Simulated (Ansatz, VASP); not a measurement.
## HfC15O32: VASP beside Ansatz

```
Hf C O
1.0
     7.03220    0.00000    0.00000
     0.00000    7.03220    0.00000
     0.00000    0.00000    8.20860
Hf C O
1 15 32
Direct
  0.00000 0.00000 0.00000
  0.00000 0.00000 0.50000
  0.00000 0.50000 0.00000
  0.00000 0.50000 0.50000
  0.50000 0.00000 0.00000
  0.50000 0.00000 0.50000
  0.50000 0.50000 0.00000
  0.50000 0.50000 0.50000
  0.24753 0.24753 0.22422
  0.24753 0.24753 0.77578
  0.24413 0.75587 0.24392
  0.24413 0.75587 0.75608
  0.75587 0.24413 0.24392
  0.75587 0.24413 0.75608
  0.75247 0.75247 0.22422
  0.75247 0.75247 0.77578
  0.18430 0.18430 0.00000
  0.11645 0.11645 0.50000
  0.11983 0.61358 0.00000
  0.11207 0.62113 0.50000
  0.61358 0.11983 0.00000
  0.62113 0.11207 0.50000
  0.61378 0.61378 0.00000
  0.61649 0.61649 0.50000
  0.13776 0.36949 0.25333
  0.13776 0.36949 0.74667
  0.12645 0.87355 0.22829
  0.12645 0.87355 0.77171
  0.64115 0.35885 0.25476
  0.64115 0.35885 0.74524
  0.63051 0.86224 0.25333
  0.63051 0.86224 0.74667
  0.38622 0.38622 0.00000
  0.38351 0.38351 0.50000
  0.38642 0.88017 0.00000
  0.37887 0.88793 0.50000
  0.88017 0.38642 0.00000
  0.88793 0.37887 0.50000
  0.81570 0.81570 0.00000
  0.88355 0.88355 0.50000
  0.36949 0.13776 0.25333
  0.36949 0.13776 0.74667
  0.35885 0.64115 0.25476
  0.35885 0.64115 0.74524
  0.87355 0.12645 0.22829
  0.87355 0.12645 0.77171
  0.86224 0.63051 0.25333
  0.86224 0.63051 0.74667
```

Alike in both runs: functional PBE; k mesh 3 × 3 × 3; occupations fermi-dirac, width 0.01 eV; no spin polarisation.

Ansatz relaxed the structure, and its values are those at the end. VASP's run is a single point on that final structure, the one shown.

```csv
,VASP,Ansatz
version,VASP 6.6.1,Ansatz 0.2.0
potentials or method,"VASP PAW PBE potentials, release 64 (Hf_pv, C, O)","plane-wave PAW, scalar-relativistic"
plane-wave cutoff (eV),520,420
valence electrons in the cell,262,278
```

```tsv
	VASP	Ansatz	Ansatz less VASP
gap on the k mesh at the Fermi level (eV)	2.17	2.15	-0.014
rms of the force components (eV/Å)	0.312	0.008	-0.3042
```

One of these differences is far larger than is usual between the two programs; its cause wasn't traced. VASP's potentials hold 262 valence electrons a cell and Ansatz's 278, so a difference there can come from the potentials and not from the codes. Ansatz's warnings: stress scf threshold loose.

Neither program's run includes spin-orbit coupling. Noted on VASP's run: the standard files for N, O and F lose accuracy on very short bonds.
